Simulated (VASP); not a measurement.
Ta: single point with r2SCAN

Crystal: Ta.

```
Ta
1.0
     2.88577    0.00000    0.00000
    -1.44288    2.49915    0.00000
     0.00000    0.00000    5.12806
Ta
2
Direct
  0.33333 0.66667 0.25000
  0.66667 0.33333 0.75000
```

This isn't the form of Ta at room conditions, which is bcc.

```json
{
 "Program": "VASP 6.6.1",
 "Task": "single point",
 "Functional": "r2SCAN",
 "Potentials or basis": "VASP PAW PBE potentials, release 64 (Ta_pv)",
 "Cutoff": "520 eV",
 "k mesh": "12 × 12 × 7",
 "Occupations": "fermi-dirac, width 0.1 eV",
 "Spin": "no spin polarisation",
 "Dipole correction": "no",
 "Further INCAR settings": "ALGO = Normal; EDIFF = 1e-06; NBANDS = 18"
}
```

| Quantity | Value |
| --- | --- |
| Pressure | 0.6 GPa |
| Band gap on the k mesh | zero (bands 11 and 12 overlap by 1.82 eV) |

Levels at points of the mesh, in eV from the Fermi level:
```tsv
k point	band 8	band 9	band 10	band 11	band 12	band 13	band 14	band 15
(0.00, 0.00, 0.00)	-5.21	-0.59	-0.30	0.69	0.69	1.29	1.29	3.28
(0.50, 0.00, 0.00)	-4.11	-3.53	-0.61	-0.34	0.53	1.04	6.00	6.81
```

It took 4.6 min on 1 thread of Intel Xeon 8259CL, on a shared host, peak memory 0.2 GiB.

Caveat: the PAW data sets were made with another functional, which shifts forces and pressure a little; spin-orbit coupling is left out, which moves the levels of the heavy elements.
